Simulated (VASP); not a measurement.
# Cu3N (Pm-3m) in VASP: a series of runs

Cu3N is run at these levels: PBEsol; tasks: single point, relaxation of cell and atoms.

Everything below comes from runs of VASP 6.6.1. Logs are shortened: lines on timing, memory, paths and dates and some standing lists are left out, and cuts for length are marked.

## (1) The cell of the first run

It takes space group Pm-3m (No. 221, cubic). The conventional cell has a = 3.766 Å, b = 3.766 Å, c = 3.766 Å, α = 90.00°, β = 90.00°, γ = 90.00°. Cu (site symmetry 4/mmm) has 2 N at 1.88 Å within 2.5 Å. Within 2.5 Å of N (site symmetry m-3m) lie 6 Cu at 1.88 Å.

## (2) Single point, PBEsol

File INCAR:

```
SYSTEM = Cu3N
ALGO     = Normal         ! electronic algorithm
EDIFF    = 1E-6           ! SCF threshold, eV
ENCUT    = 600            ! plane-wave cutoff, eV
GGA      = PS             ! functional
GGA_COMPAT= .FALSE.      
ISIF     = 2              ! what is computed and relaxed
ISMEAR   = 0              ! smearing method
LASPH    = .TRUE.         ! aspherical terms in the spheres
LCHARG   = .FALSE.        ! write CHGCAR
LREAL    = .FALSE.        ! projectors in reciprocal space
LWAVE    = .FALSE.        ! write WAVECAR
NBANDS   = 27             ! bands
NELM     = 120            ! most SCF steps
PREC     = Accurate       ! precision mode
SIGMA    = 0.01           ! smearing width, eV
```

File KPOINTS:

```
k-points
0
G
  10 10 10
  0 0 0
```

File POSCAR:

```
Cu3N
1.0
    3.7655991249      0.0000000000      0.0000000000
    0.0000000000      3.7655991249      0.0000000000
    0.0000000000      0.0000000000      3.7655991249
Cu N
3 1
Direct
    0.5000000000      0.0000000000      0.0000000000
    0.0000000000      0.5000000000      0.0000000000
    0.0000000000      0.0000000000      0.5000000000
    0.0000000000      0.0000000000      0.0000000000
```

Potentials or basis: VASP PAW PBE potentials, release 64 (Cu, N).

Run with:

```
> cat potpaw_PBE.64/Cu/POTCAR potpaw_PBE.64/N/POTCAR > POTCAR
> mpirun -np 1 vasp_std > vasp.out
```

OUTCAR:

```text
SYSTEM = Cu3N
   EDIFF = 1E-6
   ENCUT = 600
   GGA = PS
   ISIF = 2
   ISMEAR = 0
   LASPH = .TRUE.
   LREAL = .FALSE.
   NELM = 120
   PREC = Accurate

 ion  position               nearest neighbor table
   1  0.500  0.000  0.000-   4 1.88   4 1.88   2 2.66   3 2.66   2 2.66   2 2.66   3 2.66   3 2.66
                             3 2.66   2 2.66
   2  0.000  0.500  0.000-   4 1.88   4 1.88   1 2.66   3 2.66   1 2.66   3 2.66   3 2.66   3 2.66
                             1 2.66   1 2.66
   3  0.000  0.000  0.500-   4 1.88   4 1.88   1 2.66   1 2.66   2 2.66   2 2.66   2 2.66   2 2.66
                             1 2.66   1 2.66
   4  0.000  0.000  0.000-   1 1.88   2 1.88   3 1.88   3 1.88   2 1.88   1 1.88

  LATTYP: Found a simple cubic cell.
 ALAT       =     3.7655991249

  Lattice vectors:

 A1 = (   3.7655991249,   0.0000000000,   0.0000000000)
 A2 = (   0.0000000000,   3.7655991249,   0.0000000000)
 A3 = (   0.0000000000,   0.0000000000,   3.7655991249)

Analysis of symmetry for initial positions (statically):
=====================================================================
 Subroutine PRICEL returns:
 Original cell was already a primitive cell.

 Routine SETGRP: Setting up the symmetry group for a
 simple cubic supercell.

 Subroutine GETGRP returns: Found 48 space group operations
 (whereof 48 operations were pure point group operations)
 out of a pool of 48 trial point group operations.

The static configuration has the point symmetry O_h .

Analysis of symmetry for dynamics (positions and initial velocities):
=====================================================================
 Subroutine PRICEL returns:
 Original cell was already a primitive cell.

 Routine SETGRP: Setting up the symmetry group for a
 simple cubic supercell.

 Subroutine GETGRP returns: Found 48 space group operations
 (whereof 48 operations were pure point group operations)
 out of a pool of 48 trial point group operations.

The dynamic configuration has the point symmetry O_h .

 Subroutine INISYM returns: Found 48 space group operations
 (whereof 48 operations are pure point group operations),
 and found     1 'primitive' translations

----------------------------------------------------------------------------------------

                                     Primitive cell

  volume of cell :      53.3952

  direct lattice vectors                    reciprocal lattice vectors
     3.765599125  0.000000000  0.000000000     0.265561991  0.000000000  0.000000000
[... 91 lines left out ...]
   LREAL  =      F    real-space projection
   EDIFFG = 0.1E-04   stopping-criterion for IOM
   NSW    =      0    number of steps for IOM
   IBRION =     -1    ionic relax: 0-MD 1-quasi-New 2-CG
   NFREE  =      0    steps in history (QN), initial steepest desc. (CG)
   ISIF   =      2    stress and relaxation
   ISYM   =      2    0-nonsym 1-usesym 2-fastsym
   POTIM  = 0.5000    time-step for ionic-motion
   TEBEG  =    0.0;   TEEND  =   0.0 temperature during run
   PSTRESS=    0.0 pullay stress
   NELECT =      38.0000    total number of electrons
   NUPDOWN=      -1.0000    fix difference up-down
   EMIN   =  10.00;   EMAX   =-10.00  energy-range for DOS
   EFERMI =   0.00;   METHOD = LEGACY
   ISMEAR =     0;   SIGMA  =   0.01  broadening in eV -4-tet -1-fermi 0-gaus
   EFERMI_NEDOS =   21; number of points for ismear=-14 and -15
   IALGO  =     38    algorithm
   IMIX   =      4    mixing-type and parameters
     AMIX     =   0.40;   BMIX     =  1.00
     AMIX_MAG =   1.60;   BMIX_MAG =  1.00
  volume/ion in A,a.u.               =      13.35        90.08
  Fermi-wavevector in a.u.,A,eV,Ry     =   1.461623  2.762066 29.066683  2.136341
  Thomas-Fermi vector in A             =   2.577932
   LORBIT       =      0    0 simple, 1 ext, 2 COOP (PROOUT), +10 PAW based schemes
   GGA     = PS    functional components
   LHFCALC =     F    Hartree Fock is set to
   AEXX    =    0.0000 exact exchange contribution
   IVDW    =     0    specifies the selected vdW correction
   LEPSILON=     F    determine dielectric tensor
   LRPA    =     F    only Hartree local field effects (RPA)
 non-spin polarized calculation
 Gauss-broadening in eV      SIGMA  =   0.01
  energy-cutoff  :      600.00
  volume of cell :       53.40
 maximum number of plane-waves:      1806
   NGX = 15   NGY = 15   NGZ = 15

 number of electron      38.0000033 magnetization

 Free energy of the ion-electron system (eV)
  ---------------------------------------------------
  ext. energy  EPLUGINS =         0.00000000
  ---------------------------------------------------
  free energy    TOTEN  =       -20.44017842 eV

  energy without entropy =      -20.44017733  energy(sigma->0) =      -20.44017788

 E-fermi :   5.1989     XC(G=0): -11.1990

 val. band max:        5.1803244873   @ k =   0.5000   0.5000   0.5000
 cond. band min:       5.2173958710   @ k =   0.5000   0.5000   0.0000
 fundamental gap:      0.0370713837
 Fermi energy:         5.1988601201

 k-point     1 :       0.0000    0.0000    0.0000
  band No.  band energies     occupation
      1     -11.9936      2.00000
      2      -0.3505      2.00000
      3       0.1385      2.00000
      4       0.1385      2.00000
      5       0.1385      2.00000
      6       1.0769      2.00000
[... 709 lines left out ...]
     26      14.5222      0.00000
     27      15.6207      0.00000

 [... further k-points ...]

------------------------ aborting loop because EDIFF is reached ----------------------------------------

  FORCE on cell =-STRESS in cart. coord.  units (eV):
  Direction    XX          YY          ZZ          XY          YZ          ZX
  --------------------------------------------------------------------------------------
  -------------------------------------------------------------------------------------
  Total        0.2587857      0.2587857      0.2587857     -0.0000000     -0.0000000      0.0000000
  in kB        7.7651271      7.7651271      7.7651271     -0.0000000     -0.0000000      0.0000000
  external PRESSURE =       7.7651271 kB  Pullay stress =       0.0000000 kB

 VOLUME and BASIS-vectors are now :
 -----------------------------------------------------------------------------
  energy-cutoff  :      600.00
  volume of cell :       53.40
      direct lattice vectors                 reciprocal lattice vectors
     3.765599125  0.000000000  0.000000000     0.265561991  0.000000000  0.000000000
     0.000000000  3.765599125  0.000000000     0.000000000  0.265561991  0.000000000
     0.000000000  0.000000000  3.765599125     0.000000000  0.000000000  0.265561991

 POSITION                                       TOTAL-FORCE (eV/Angst)
 -----------------------------------------------------------------------------------
      1.88280      0.00000      0.00000         0.000000      0.000000      0.000000
      0.00000      1.88280      0.00000         0.000000      0.000000      0.000000
      0.00000      0.00000      1.88280         0.000000      0.000000      0.000000
      0.00000      0.00000      0.00000         0.000000      0.000000      0.000000
 -----------------------------------------------------------------------------------
    total drift:                                0.000000      0.000000      0.000000

  FREE ENERGIE OF THE ION-ELECTRON SYSTEM (eV)
  ---------------------------------------------------
  free  energy   TOTEN  =       -20.4401784219 eV

  energy  without entropy=      -20.4401773319  energy(sigma->0) =      -20.44017788
```

stdout:

```text
POSCAR found type information on POSCAR CuN
 POSCAR found :  2 types and       4 ions
 scaLAPACK will be used
 -----------------------------------------------------------------------------
|                                                                             |
|                                                                             |
|     You enforced a specific xc type in the INCAR file but a different       |
|     I HOPE YOU KNOW WHAT YOU ARE DOING!                                     |
|                                                                             |
 -----------------------------------------------------------------------------

 LDA part: xc-table for (Slater+PW92), standard interpolation
 POSCAR, INCAR and KPOINTS ok, starting setup
 FFT: planning ... GRIDC
 FFT: planning ... GRID_SOFT
 FFT: planning ... GRID
 WAVECAR not read
 entering main loop
```

Run time: 35 s. Hardware: 1 thread of Intel Xeon 6975P-C (Granite Rapids), shared host; peak memory 0.22 GiB.

What came out:

```yaml
Free_energy: -20.4402 eV
Pressure: 0.8 GPa
Band_gap_on_the_k_mesh: 0.04 eV, indirect (least direct gap 0.58 eV)
```

Caveat: the PAW data sets were made with another functional, which shifts forces and pressure a little. A k mesh can miss the band edges.

## (3) Relaxation of cell and atoms, PBEsol

This run uses another cell than the first one, of 14.02 Å³/atom, 1.050 times its volume.

File INCAR:

```
SYSTEM = Cu3N
PREC = Accurate
ENCUT = 600
EDIFF = 1E-7
ISMEAR = 0
SIGMA = 0.01
LREAL = .FALSE.
LASPH = .TRUE.
NELM = 120
ALGO = Normal
ISIF = 3
LWAVE = .FALSE.
LCHARG = .FALSE.
GGA = PS
IBRION = 2
NSW = 70
EDIFFG = -0.005
GGA_COMPAT = .FALSE.
NELMIN = 4
```

File KPOINTS:

```
Automatic mesh
0
G
  10 10 10
  0 0 0
```

File POSCAR:

```
Cu3N
1.0
    3.8272904603      0.0000000000      0.0000000000
    0.0000000000      3.8272904603      0.0000000000
    0.0000000000      0.0000000000      3.8272904603
Cu N
3 1
Direct
    0.5000000000      0.0000000000      0.0000000000
    0.0000000000      0.5000000000      0.0000000000
    0.0000000000      0.0000000000      0.5000000000
    0.0000000000      0.0000000000      0.0000000000
```

Potentials or basis: VASP PAW PBE potentials, release 64 (Cu, N).

Run with:

```
> cat potpaw_PBE.64/Cu/POTCAR potpaw_PBE.64/N/POTCAR > POTCAR
> mpirun -np 1 vasp_std > vasp.out
```

Run time: 70 s. Hardware: 1 thread of Intel Xeon 6975P-C (Granite Rapids), shared host; peak memory 0.22 GiB.

Results (log left out):

```
Free energy                            : -20.4427 eV
Relaxed volume                         : 13.40 Å³/atom
Relaxed cell                           : a = 3.771 Å, b = 3.771 Å, c = 3.771 Å, α = 90.00°, β = 90.00°, γ = 90.00°
Space group after relaxing (to 0.05 Å) : Pm-3m (No. 221)
Energy gained by relaxing              : 10.6 meV/atom
Ionic steps                            : 3
Pressure after relaxing                : 0.0 GPa
Band gap on the k mesh                 : 0.05 eV, indirect (least direct gap 0.59 eV)
```

The path:
```csv
step,energy change (eV),largest force (eV/Å),pressure (GPa),volume (Å³)
1,0.0000,0.0000,-5.34,56.06
2,-0.0298,0.0000,3.27,52.36
3,-0.0424,0.0000,0.01,53.62
```

Final structure:
```xyz
4
Lattice="3.7708 0.0000 0.0000 0.0000 3.7708 0.0000 0.0000 0.0000 3.7708" Properties=species:S:1:pos:R:3 pbc="T T T"
Cu    1.8854    0.0000    0.0000
Cu    0.0000    1.8854    0.0000
Cu    0.0000    0.0000    1.8854
N     0.0000    0.0000    0.0000
```

Levels at points of the mesh, in eV from the valence-band top:
```
           k point  band 16  band 17  band 18  band 19  band 20  band 21  band 22  band 23
(0.00, 0.00, 0.00)    -1.91    -1.91    -1.91    -1.86     1.08     5.38     5.38     6.62
(0.50, 0.00, 0.00)    -2.28    -1.91    -1.48    -1.48     1.65     3.34     6.94     7.23
(0.50, 0.50, 0.00)    -2.23    -1.12    -1.12    -0.73     0.05     3.67     4.89     4.89
(0.50, 0.50, 0.50)    -1.95     0.00     0.00     0.00     0.65     0.65     0.65     6.06
```

Caveat: the PAW data sets were made with another functional, which shifts forces and pressure a little.
